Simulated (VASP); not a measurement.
# In (Fm-3m) in VASP: notebook

Aim: see how the results for In move with the level of theory and the settings. Levels: PBE, r2SCAN. Tasks: single point.

All numbers are computed with VASP 6.6.1; they aren't measurements. Logs are shortened: lines on timing, memory, paths and dates and some standing lists are left out, and cuts for length are marked.

## Step 1: The cell of the first run

It takes space group Fm-3m (No. 225, cubic). Conventional cell: a = 4.734 Å, b = 4.734 Å, c = 4.734 Å, α = 90.00°, β = 90.00°, γ = 90.00°. In (site symmetry m-3m) has 12 In at 3.35 Å within 4.4 Å.

This isn't the form of In at room conditions, which is tetragonal.

## Step 2: Single point, PBE (26.52 Å³/atom)

Input file INCAR:

```
PREC = Accurate
ENCUT = 500
EDIFF = 1E-6
ISMEAR = 0
SIGMA = 0.05
LREAL = False
LASPH = True
NELM = 120
ALGO = Normal
ISIF = 2
LWAVE = False
LCHARG = False
GGA = PE
NBANDS = 12
GGA_COMPAT = False
```

Input file KPOINTS:

```
Automatic mesh
0
Gamma
  8 8 8
```

Input file POSCAR:

```
In
1.0
    0.0000000000      2.3669982819      2.3669982819
    2.3669982819      0.0000000000      2.3669982819
    2.3669982819      2.3669982819      0.0000000000
In
1
Direct
    0.0000000000      0.0000000000      0.0000000000
```

Potentials or basis: VASP PAW PBE potentials, release 64 (In_d).

Started as:

```
$ cat potpaw_PBE.64/In_d/POTCAR > POTCAR
$ mpirun -np 1 vasp_std > vasp.out
```

OUTCAR:

```text
PREC = Accurate
   ENCUT = 500
   EDIFF = 1E-6
   ISMEAR = 0
   LREAL = False
   LASPH = True
   NELM = 120
   ISIF = 2
   GGA = PE

 ion  position               nearest neighbor table
   1  0.000  0.000  0.000-

  LATTYP: Found a face centered cubic cell.
 ALAT       =     4.7339965638

  Lattice vectors:

 A1 = (   0.0000000000,   2.3669982819,   2.3669982819)
 A2 = (   2.3669982819,   0.0000000000,   2.3669982819)
 A3 = (   2.3669982819,   2.3669982819,   0.0000000000)

Analysis of symmetry for initial positions (statically):
=====================================================================
 Subroutine PRICEL returns:
 Original cell was already a primitive cell.

 Routine SETGRP: Setting up the symmetry group for a
 face centered cubic supercell.

 Subroutine GETGRP returns: Found 48 space group operations
 (whereof 48 operations were pure point group operations)
 out of a pool of 48 trial point group operations.

The static configuration has the point symmetry O_h .

Analysis of symmetry for dynamics (positions and initial velocities):
=====================================================================
 Subroutine PRICEL returns:
 Original cell was already a primitive cell.

 Routine SETGRP: Setting up the symmetry group for a
 face centered cubic supercell.

 Subroutine GETGRP returns: Found 48 space group operations
 (whereof 48 operations were pure point group operations)
 out of a pool of 48 trial point group operations.

The dynamic configuration has the point symmetry O_h .

 Subroutine INISYM returns: Found 48 space group operations
 (whereof 48 operations are pure point group operations),
 and found     1 'primitive' translations

----------------------------------------------------------------------------------------

                                     Primitive cell

  volume of cell :      26.5231

  direct lattice vectors                    reciprocal lattice vectors
     0.000000000  2.366998282  2.366998282    -0.211238007  0.211238007  0.211238007
     2.366998282  0.000000000  2.366998282     0.211238007 -0.211238007  0.211238007
     2.366998282  2.366998282  0.000000000     0.211238007  0.211238007 -0.211238007

  length of vectors
     3.347441072  3.347441072  3.347441072     0.365874961  0.365874961  0.365874961

  position of ions in fractional coordinates (direct lattice)
     0.000000000  0.000000000  0.000000000

  ion indices of the primitive-cell ions
   primitive index   ion index
                 1           1

----------------------------------------------------------------------------------------

 KPOINTS: Automatic mesh

Automatic generation of k-mesh.
 Grid dimensions read from file:
 generate k-points for:    8    8    8

 Generating k-lattice:

  Cartesian coordinates                     Fractional coordinates (reciprocal lattice)
    -0.026404751  0.026404751  0.026404751     0.125000000  0.000000000  0.000000000
     0.026404751 -0.026404751  0.026404751     0.000000000  0.125000000  0.000000000
     0.026404751  0.026404751 -0.026404751     0.000000000  0.000000000  0.125000000

  Length of vectors
     0.045734370  0.045734370  0.045734370

  Shift w.r.t. Gamma in fractional coordinates (k-lattice)
     0.000000000  0.000000000  0.000000000

 Subroutine IBZKPT returns following result:
 ===========================================

 Found     29 irreducible k-points:

 Following reciprocal coordinates:
            Coordinates               Weight
  0.000000  0.000000  0.000000      1.000000
  0.125000  0.000000  0.000000      8.000000
  0.250000  0.000000  0.000000      8.000000
  0.375000  0.000000  0.000000      8.000000
  0.500000  0.000000  0.000000      4.000000
  0.125000  0.125000  0.000000      6.000000
[... 16 lines left out ...]
  0.500000  0.250000  0.125000     48.000000
 -0.375000  0.250000  0.125000     24.000000
 [... further k-points ...]
   k-points           NKPTS =     29   k-points in BZ     NKDIM =     29   number of bands    NBANDS=     12
   number of dos      NEDOS =    301   number of ions     NIONS =      1
   total plane-waves  NPLWV =  13824
   dimension x,y,z NGX =    24 NGY =   24 NGZ =   24
   dimension x,y,z NGXF=    48 NGYF=   48 NGZF=   48
   ions per type =               1
   NGX,Y,Z   is equivalent  to a cutoff of  11.92, 11.92, 11.92 a.u.
   NGXF,Y,Z  is equivalent  to a cutoff of  23.84, 23.84, 23.84 a.u.
 SYSTEM =  unknown system
   PREC   = accura    normal or accurate (medium, high low for compatibility)
   ISTART =      0    job   : 0-new  1-cont  2-samecut
   ICHARG =      2    charge: 1-file 2-atom 10-const
   ISPIN  =      1    spin polarized calculation?
   LNONCOLLINEAR =      F non collinear calculations
   LSORBIT =      F    spin-orbit coupling
   LASPH  =      T    aspherical Exc in radial PAW
   ENCUT  =  500.0 eV  36.75 Ry    6.06 a.u.   6.10  6.10  6.10*2*pi/ulx,y,z
   NELM   =    120;   NELMIN=  2; NELMDL= -5     # of ELM steps
   EDIFF  = 0.1E-05   stopping-criterion for ELM
   LREAL  =      F    real-space projection
   EDIFFG = 0.1E-04   stopping-criterion for IOM
   NSW    =      0    number of steps for IOM
   IBRION =     -1    ionic relax: 0-MD 1-quasi-New 2-CG
   NFREE  =      0    steps in history (QN), initial steepest desc. (CG)
   ISIF   =      2    stress and relaxation
   ISYM   =      2    0-nonsym 1-usesym 2-fastsym
   POTIM  = 0.5000    time-step for ionic-motion
   TEBEG  =    0.0;   TEEND  =   0.0 temperature during run
   PSTRESS=    0.0 pullay stress
   NELECT =      13.0000    total number of electrons
   NUPDOWN=      -1.0000    fix difference up-down
   EMIN   =  10.00;   EMAX   =-10.00  energy-range for DOS
   EFERMI =   0.00;   METHOD = LEGACY
   ISMEAR =     0;   SIGMA  =   0.05  broadening in eV -4-tet -1-fermi 0-gaus
   EFERMI_NEDOS =   21; number of points for ismear=-14 and -15
   IALGO  =     38    algorithm
   IMIX   =      4    mixing-type and parameters
     AMIX     =   0.40;   BMIX     =  1.00
     AMIX_MAG =   1.60;   BMIX_MAG =  1.00
  volume/ion in A,a.u.               =      26.52       178.99
  Fermi-wavevector in a.u.,A,eV,Ry     =   1.290767  2.439197 22.668403  1.666081
  Thomas-Fermi vector in A             =   2.422579
   LORBIT       =      0    0 simple, 1 ext, 2 COOP (PROOUT), +10 PAW based schemes
   GGA     = PE    functional components
   LHFCALC =     F    Hartree Fock is set to
   AEXX    =    0.0000 exact exchange contribution
   IVDW    =     0    specifies the selected vdW correction
   LEPSILON=     F    determine dielectric tensor
   LRPA    =     F    only Hartree local field effects (RPA)
 non-spin polarized calculation
 Gauss-broadening in eV      SIGMA  =   0.05
  energy-cutoff  :      500.00
  volume of cell :       26.52
 maximum number of plane-waves:       692
   NGX = 13   NGY = 13   NGZ = 13

 number of electron      12.9999993 magnetization

 Free energy of the ion-electron system (eV)
  ---------------------------------------------------
  ext. energy  EPLUGINS =         0.00000000
  ---------------------------------------------------
  free energy    TOTEN  =        -2.53404497 eV

  energy without entropy =       -2.53371221  energy(sigma->0) =       -2.53387859

 E-fermi :   7.5265     XC(G=0): -10.1881

 val. band max:        7.3567256119   @ k =  -0.3750   0.3750   0.0000
 cond. band min:       7.5985077537   @ k =   0.5000   0.2500   0.1250
 fundamental gap:      0.2417821419
 Fermi energy:         7.5264696597

 k-point     1 :       0.0000    0.0000    0.0000
  band No.  band energies     occupation
      1      -7.2520      2.00000
      2      -7.2520      2.00000
      3      -7.2520      2.00000
      4      -7.0873      2.00000
      5      -7.0873      2.00000
      6      -2.0810      2.00000
      7      17.8198      0.00000
      8      17.8198      0.00000
      9      17.8198      0.00000
     10      18.8578      0.00000
     11      21.2426      0.00000
     12      21.2426      0.00000

 k-point     2 :       0.1250    0.0000    0.0000
  band No.  band energies     occupation
      1      -7.2566      2.00000
      2      -7.2293      2.00000
      3      -7.2293      2.00000
      4      -7.0879      2.00000
      5      -7.0879      2.00000
      6      -1.7415      2.00000
      7      14.6500      0.00000
      8      17.2977      0.00000
      9      17.2977      0.00000
     10      18.6027      0.00000
     11      22.1915      0.00000
     12      22.1917      0.00000

 k-point     3 :       0.2500    0.0000    0.0000
  band No.  band energies     occupation
      1      -7.2748      2.00000
      2      -7.2119      2.00000
      3      -7.2119      2.00000
      4      -7.0501      2.00000
      5      -7.0501      2.00000
      6      -0.7066      2.00000
      7      10.4627      0.00000
      8      16.4827      0.00000
      9      16.4827      0.00000
     10      18.4472      0.00000
     11      21.4171      0.00000
     12      21.4274      0.00000

 k-point     4 :       0.3750    0.0000    0.0000
  band No.  band energies     occupation
      1      -7.3012      2.00000
      2      -7.2313      2.00000
      3      -7.2313      2.00000
      4      -6.9734      2.00000
      5      -6.9734      2.00000
      6       1.0349      2.00000
      7       6.7389      2.00000
      8      15.9002      0.00000
      9      15.9002      0.00000
     10      18.2726      0.00000
     11      20.2430      0.00000
     12      20.2430      0.00000

 k-point     5 :       0.5000    0.0000    0.0000
  band No.  band energies     occupation
      1      -7.3141      2.00000
      2      -7.2431      2.00000
      3      -7.2431      2.00000
      4      -6.9372      2.00000
      5      -6.9372      2.00000
      6       3.0559      2.00000
      7       4.0477      2.00000
      8      15.6915      0.00000
      9      15.6915      0.00000
     10      18.1823      0.00000
     11      19.8406      0.00000
     12      19.8406      0.00000
[... 228 lines left out ...]
      1      -7.4598      2.00000
      2      -7.3708      2.00000
      3      -6.9487      2.00000
      4      -6.8989      2.00000
      5      -6.8989      2.00000
      6       5.1983      2.00000
      7       5.2549      2.00000
      8      11.3767      0.00000
      9      11.3767      0.00000
     10      14.6747      0.00000
     11      14.8984      0.00000
     12      28.8679      0.00000

 k-point    22 :       0.3750    0.2500    0.1250
  band No.  band energies     occupation
      1      -7.3070      2.00000
      2      -7.2087      2.00000
      3      -7.1359      2.00000
      4      -7.0871      2.00000
      5      -6.9948      2.00000
      6       0.2139      2.00000
      7      10.9817      0.00000
      8      11.4883      0.00000
      9      14.8272      0.00000
     10      18.4532      0.00000
     11      18.6663      0.00000
     12      22.4372      0.00000

 k-point    23 :       0.5000    0.2500    0.1250
  band No.  band energies     occupation
      1      -7.2824      2.00000
      2      -7.2385      2.00000
      3      -7.1353      2.00000
      4      -7.0452      2.00000
      5      -6.9663      2.00000
      6       1.9387      2.00000
      7       7.5985      0.04160
      8      11.0213      0.00000
      9      13.1684      0.00000
     10      18.1703      0.00000
     11      20.5695      0.00000
     12      22.2720      0.00000

 k-point    24 :      -0.3750    0.2500    0.1250
  band No.  band energies     occupation
      1      -7.2676      2.00000
      2      -7.2537      2.00000
      3      -7.1181      2.00000
      4      -7.0564      2.00000
      5      -6.9457      2.00000
      6       3.8324      2.00000
      7       5.0692      2.00000
      8      11.1331      0.00000
      9      12.3828      0.00000
     10      18.0570      0.00000
     11      20.4462      0.00000
     12      25.4926      0.00000

 [... further k-points ...]

------------------------ aborting loop because EDIFF is reached ----------------------------------------

  FORCE on cell =-STRESS in cart. coord.  units (eV):
  Direction    XX          YY          ZZ          XY          YZ          ZX
  --------------------------------------------------------------------------------------
  -------------------------------------------------------------------------------------
  Total        0.2348561      0.2348561      0.2348561     -0.0000000     -0.0000000     -0.0000000
  in kB       14.1869375     14.1869375     14.1869375     -0.0000000     -0.0000000     -0.0000000
  external PRESSURE =      14.1869375 kB  Pullay stress =       0.0000000 kB

 VOLUME and BASIS-vectors are now :
 -----------------------------------------------------------------------------
  energy-cutoff  :      500.00
  volume of cell :       26.52
      direct lattice vectors                 reciprocal lattice vectors
     0.000000000  2.366998282  2.366998282    -0.211238007  0.211238007  0.211238007
     2.366998282  0.000000000  2.366998282     0.211238007 -0.211238007  0.211238007
     2.366998282  2.366998282  0.000000000     0.211238007  0.211238007 -0.211238007

 POSITION                                       TOTAL-FORCE (eV/Angst)
 -----------------------------------------------------------------------------------
      0.00000      0.00000      0.00000         0.000000      0.000000      0.000000
 -----------------------------------------------------------------------------------
    total drift:                               -0.000000      0.000000     -0.000000

  FREE ENERGIE OF THE ION-ELECTRON SYSTEM (eV)
  ---------------------------------------------------
  free  energy   TOTEN  =        -2.5340449664 eV

  energy  without entropy=       -2.5337122140  energy(sigma->0) =       -2.53387859
```

Wall time 4.1 s (1 thread of Intel Xeon Platinum 8259CL at 2.50GHz (Skylake/Cascade Lake), shared host); peak memory 0.13 GiB.

Results:

| Quantity | Value |
| --- | --- |
| Free energy | -2.5340 eV |
| Pressure | 1.4 GPa |
| Band gap on the k mesh | zero (an odd number of electrons rules out a gap without spin polarisation) |

Caveat: spin-orbit coupling is left out, which moves the levels of the heavy elements.

## Step 3: Single point, PBE (27.49 Å³/atom)

This run uses another cell than the first one, of 27.49 Å³/atom.

Input file INCAR:

```
PREC = Accurate ; ENCUT = 500
EDIFF = 1E-6 ; ISMEAR = 0
SIGMA = 0.05 ; LREAL = F
LASPH = T ; NELM = 120
ALGO = Normal ; ISIF = 2
LWAVE = F ; LCHARG = F
GGA = PE ; NBANDS = 12
GGA_COMPAT = F
```

KPOINTS is that of step 2.

Input file POSCAR:

```
In
1.0
    0.0000000000      2.3953945061      2.3953945061
    2.3953945061      0.0000000000      2.3953945061
    2.3953945061      2.3953945061      0.0000000000
In
1
Direct
    0.0000000000      0.0000000000      0.0000000000
```

Potentials or basis: VASP PAW PBE potentials, release 64 (In_d).

Started as:

```
$ cat potpaw_PBE.64/In_d/POTCAR > POTCAR
$ mpirun -np 1 vasp_std > vasp.out
```

It took 7.4 s on 1 thread of Intel Xeon Platinum 8259CL at 2.50GHz (Skylake/Cascade Lake), shared host; peak memory 0.15 GiB.

It converged, with:

* Free energy: -2.5386 eV
* Pressure: 0.0 GPa
* Band gap on the k mesh: zero (an odd number of electrons rules out a gap without spin polarisation)

Levels at points of the mesh, in eV from the Fermi level:
```tsv
k point	band 2	band 3	band 4	band 5	band 6	band 7	band 8	band 9	band 10	band 11
(0.00, 0.00, 0.00)	-14.73	-14.73	-14.58	-14.58	-9.35	9.99	9.99	9.99	11.27	13.44
(0.50, 0.00, 0.00)	-14.72	-14.72	-14.45	-14.45	-4.44	-3.31	7.93	7.93	10.60	12.09
(0.50, 0.50, 0.00)	-14.84	-14.46	-14.41	-14.41	-2.33	-2.20	3.79	3.79	6.97	7.25
```

Caveat: spin-orbit coupling is left out, which moves the levels of the heavy elements.

## Step 4: Single point, r2SCAN (26.30 Å³/atom)

This run uses another cell than the first one, of 26.30 Å³/atom.

Input file POSCAR:

```
In
1.0
    0.0000000000      2.3602285829      2.3602285829
    2.3602285829      0.0000000000      2.3602285829
    2.3602285829      2.3602285829      0.0000000000
In
1
Direct
    0.0000000000      0.0000000000      0.0000000000
```

Input file INCAR.step1:

```
SYSTEM = In
ALGO = Normal
EDIFF = 1E-5
ENCUT = 550
GGA = PE
GGA_COMPAT = .False.
ISMEAR = 0
LASPH = .True.
LCHARG = .False.
LREAL = .False.
LWAVE = .True.
NBANDS = 12
NELM = 120
PREC = Accurate
SIGMA = 0.05
```

Input file INCAR.step2:

```
SYSTEM = In
ALGO = Normal
EDIFF = 1E-6
ENCUT = 550
GGA_COMPAT = .False.
ISIF = 2
ISMEAR = 0
ISTART = 1
LASPH = .True.
LCHARG = .True.
LELF = .True.
LMIXTAU = .True.
LREAL = .False.
LVHAR = .True.
LWAVE = .False.
METAGGA = R2SCAN
NBANDS = 12
NELM = 120
PREC = Accurate
SIGMA = 0.05
```

Input file KPOINTS:

```
k-points
0
Gamma
  16 16 16
  0 0 0
```

Started as:

```
$ cat potpaw_PBE.64/In_d/POTCAR > POTCAR
$ cp INCAR.step1 INCAR
$ mpirun -np 1 vasp_std > vasp.out
$ cp INCAR.step2 INCAR
$ mpirun -np 1 vasp_std > vasp.out
```

Wall time 2.8 min (1 thread of Intel Xeon Platinum 8259CL at 2.50GHz (Skylake/Cascade Lake), shared host); peak memory 0.19 GiB.

It converged, with:

* Free energy: -22.5709 eV
* Pressure: 0.1 GPa
* Band gap on the k mesh: zero (an odd number of electrons rules out a gap without spin polarisation)

Levels at points of the mesh, in eV from the Fermi level:
| k point | band 2 | band 3 | band 4 | band 5 | band 6 | band 7 | band 8 | band 9 | band 10 | band 11 |
| --- | --- | --- | --- | --- | --- | --- | --- | --- | --- | --- |
| (0.00, 0.00, 0.00) | -15.25 | -15.25 | -15.07 | -15.07 | -10.03 | 11.13 | 11.13 | 11.13 | 12.09 | 14.51 |
| (0.50, 0.00, 0.00) | -15.24 | -15.24 | -14.91 | -14.91 | -4.51 | -3.59 | 8.83 | 8.83 | 11.57 | 13.06 |
| (0.50, 0.50, 0.00) | -15.38 | -14.92 | -14.87 | -14.87 | -2.46 | -2.08 | 4.21 | 4.21 | 7.76 | 7.94 |

Caveat: the PAW data sets were made with another functional, which shifts forces and pressure a little; spin-orbit coupling is left out, which moves the levels of the heavy elements.

## Step 5: Single point, r2SCAN

This run uses another cell than the first one, of 26.30 Å³/atom.

POSCAR is that of step 4.

Input file INCAR.step1:

```
ALGO     = Normal         # electronic algorithm
EDIFF    = 1E-5           # SCF threshold, eV
ENCUT    = 550            # plane-wave cutoff, eV
GGA      = PE             # functional
GGA_COMPAT= F            
ISMEAR   = 0              # smearing method
LASPH    = T              # aspherical terms in the spheres
LCHARG   = F              # write CHGCAR
LREAL    = F              # projectors in reciprocal space
LWAVE    = T              # write WAVECAR
NBANDS   = 12             # bands
NELM     = 120            # most SCF steps
PREC     = Accurate       # precision mode
SIGMA    = 0.05           # smearing width, eV
```

Input file INCAR.step2:

```
ALGO     = Normal         # electronic algorithm
EDIFF    = 1E-6           # SCF threshold, eV
ENCUT    = 550            # plane-wave cutoff, eV
GGA_COMPAT= F            
ISIF     = 2              # what is computed and relaxed
ISMEAR   = 0              # smearing method
ISTART   = 1            
LASPH    = T              # aspherical terms in the spheres
LCHARG   = F              # write CHGCAR
LMIXTAU  = T            
LREAL    = F              # projectors in reciprocal space
LWAVE    = F              # write WAVECAR
METAGGA  = R2SCAN         # meta-GGA
NBANDS   = 12             # bands
NELM     = 120            # most SCF steps
PREC     = Accurate       # precision mode
SIGMA    = 0.05           # smearing width, eV
```

Input file KPOINTS:

```
k-points
0
Gamma
  16 16 16
```

Started as:

```
$ cat potpaw_PBE.64/In_d/POTCAR > POTCAR
$ cp INCAR.step1 INCAR
$ mpirun -np 1 vasp_std > vasp.out
$ cp INCAR.step2 INCAR
$ mpirun -np 1 vasp_std > vasp.out
```

It took 2.8 min on 1 thread of Intel Xeon Platinum 8259CL at 2.50GHz (Skylake/Cascade Lake), shared host; peak memory 0.19 GiB.

It converged, with:

- Free energy: -22.5709 eV
- Pressure: 0.1 GPa
- Band gap on the k mesh: zero (an odd number of electrons rules out a gap without spin polarisation)

Levels at points of the mesh, in eV from the Fermi level:
```csv
k point,band 3,band 4,band 5,band 6,band 7,band 8,band 9,band 10
"(0.00, 0.00, 0.00)",-15.25,-15.07,-15.07,-10.03,11.13,11.13,11.13,12.09
"(0.50, 0.00, 0.00)",-15.24,-14.91,-14.91,-4.51,-3.59,8.83,8.83,11.57
"(0.50, 0.50, 0.00)",-14.92,-14.87,-14.87,-2.46,-2.08,4.21,4.21,7.76
```

Caveat: the PAW data sets were made with another functional, which shifts forces and pressure a little; spin-orbit coupling is left out, which moves the levels of the heavy elements.

(Continued in part 2 of 2.)
